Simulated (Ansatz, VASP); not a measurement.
Two plane-wave programs on Ru

Contents of INCAR:

```
SYSTEM = Ru
PREC     = Accurate       ! precision mode
ENCUT    = 520            ! plane-wave cutoff, eV
EDIFF    = 1E-6           ! SCF threshold, eV
ISMEAR   = 0              ! smearing method
SIGMA    = 0.15           ! smearing width, eV
LREAL    = .False.        ! projectors in reciprocal space
LASPH    = .True.         ! aspherical terms in the spheres
NELM     = 80             ! most SCF steps
ALGO     = Fast           ! electronic algorithm
ISIF     = 2              ! what is computed and relaxed
LWAVE    = .False.        ! write WAVECAR
LCHARG   = .False.        ! write CHGCAR
GGA      = PE             ! functional
NBANDS   = 13             ! bands
```

Contents of KPOINTS:

```
regular mesh
0
Gamma
  22 22 22
  0 0 0
```

Contents of POSCAR:

```
Ru
1.0
    0.0000000000      1.8411103438      2.1485757712
    1.8411103438      0.0000000000      2.1485757712
    1.8411103438      1.8411103438      0.0000000000
Ru
1
Direct
    0.0000000000      0.0000000000      0.0000000000
```

Input for Ansatz:

```yaml
crystal:
  lattice:
    - [0.0, 1.8411103438, 2.1485757712]
    - [1.8411103438, 0.0, 2.1485757712]
    - [1.8411103438, 1.8411103438, 0.0]
  atoms:
    - { symbol: Ru, position: [0.0, 0.0, 0.0] }
basis:
  ecutwfc: 420
kpoints:
  mp_grid: { grid: [22, 22, 22] }
hamiltonian:
  xc: pbe
scf:
  occupations: { method: gaussian, width: 0.15 }
output:
  forces: true
  stress: true
  eigenvalues: true
  write_density: true
  write_potential: true
  elf: true
  volumetric_format: npy
```

Alike in both runs: task single point; functional PBE; k mesh 22 × 22 × 22; occupations gaussian, width 0.15 eV; no spin polarisation.

|  | VASP | Ansatz |
| --- | --- | --- |
| version | VASP 6.6.1 | Ansatz 0.2.0 |
| potentials or method | VASP PAW PBE potentials, release 64 (Ru_pv), cutoff 520 eV | scalar-relativistic, plane waves, PAW |
| valence electrons in the cell | 14 | 16 |

```csv
,VASP,Ansatz,Ansatz less VASP
gap on the k mesh at the Fermi level (eV),none,none,-
pressure (GPa),-10.5,-10.3,+0.18
"traceless stress, the component that is largest in VASP (GPa)",-24.67,-24.72,-0.042
```

A gap of «none» marks a metal or a gap that the smearing closes. VASP's potentials hold 14 valence electrons a cell and Ansatz's 16, so a difference there can come from the potentials and not from the codes.
